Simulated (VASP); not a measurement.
Wanted: the native input for a VASP 6.6.1 run.

```
Task                   : relaxation of the atoms
Functional             : PBE
Dispersion             : D3(BJ)
Potentials or basis    : VASP PAW PBE potentials, release 64 (C)
Cutoff                 : 520 eV
k mesh                 : 12 × 12 × 1
Occupations            : gaussian, width 0.05 eV
Spin                   : no spin polarisation
Dipole correction      : yes
Further INCAR settings : ALGO = Normal; EDIFF = 1e-07; IBRION = 2; EDIFFG = -0.04; NSW = 60
```

The structure of C lies in POSCAR:

```
C
1.0
    2.4657091164      0.0000000000      0.0000000000
   -1.2328545582      2.1353667332      0.0000000000
    0.0000000000      0.0000000000     18.0000000000
C
2
Direct
    0.3333333333      0.6666666667      0.5000000000
    0.6666666667      0.3333333333      0.5000000000
```

One way to write it, as run:

INCAR

```
PREC = Accurate ; ENCUT = 520
EDIFF = 1E-7 ; ISMEAR = 0
SIGMA = 0.05 ; LREAL = F
LASPH = T ; NELM = 80
ALGO = Normal ; ISIF = 2
LWAVE = F ; LCHARG = F
LDIPOL = T ; IDIPOL = 3
DIPOL = 0.5 0.5 0.500 ; GGA = PE
IVDW = 12 ; IBRION = 2
NSW = 60 ; EDIFFG = -0.04
```

KPOINTS

```
Automatic mesh
0
Gamma
  12 12 1
```

Potentials or basis: VASP PAW PBE potentials, release 64 (C).

Command:

```console
$ cat potpaw_PBE.64/C/POTCAR > POTCAR
$ mpirun -np 1 vasp_std > vasp.out
```

Results of the run:

```json
{
  "Band gap on the k mesh": "zero (filled and empty bands touch)",
  "Dispersion energy per atom": "-0.089 eV"
}
```

Caveat: the relaxation stopped at its first step, so nothing moved.

It took 41 s on 1 thread of Intel Xeon 8259CL (shared host), peak memory 0.19 GiB.
